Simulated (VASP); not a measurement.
SrCuB5, 7 atoms in the cell. Symmetry: R-3m, No. 166, trigonal system. The conventional cell has a = 5.599 Å, b = 5.599 Å, c = 10.106 Å, α = 90.00°, β = 90.00°, γ = 120.00°. Within 3.8 Å of Sr (site symmetry -3m) lie 20 B at 2.80 to 3.74 Å and 6 Cu at 3.65 Å. Within 2.7 Å of Cu (site symmetry -3m) lie 8 B at 2.04 to 2.33 Å. B (site symmetry 2/m) has 2 B at 1.66 Å within 2.2 Å. B (site symmetry 3m) has 3 B at 1.66 Å and 1 Cu at 2.04 Å within 2.2 Å. The cell was built from a structure type or drawn by symmetry, and may not be a known phase.

- Program: VASP 6.6.1
- Task: single point
- Functional: PBE
- Potentials or basis: VASP PAW PBE potentials, release 64 (Sr_sv, Cu, B)
- Cutoff: 520 eV
- k mesh: 6 × 6 × 6
- Occupations: gaussian, width 0.1 eV
- Spin: no spin polarisation
- Dipole correction: no
- Further INCAR settings: ALGO = Normal; EDIFF = 1e-07; NBANDS = 27

Potentials or basis: VASP PAW PBE potentials, release 64 (Sr_sv, Cu, B).

Run with:

```sh
$ cat potpaw_PBE.64/Sr_sv/POTCAR potpaw_PBE.64/Cu/POTCAR potpaw_PBE.64/B/POTCAR > POTCAR
$ mpirun -np 1 vasp_std > vasp.out
```

Hardware: 1 thread of AMD EPYC 9R45 (Zen 5), on a shared host.

Question: How long does it take, and how much memory?

Answer: It took 60 s on 1 thread of AMD EPYC 9R45 (Zen 5), with other jobs on the host, peak memory 0.22 GiB. Counts: scf iterations 23, k points 32.
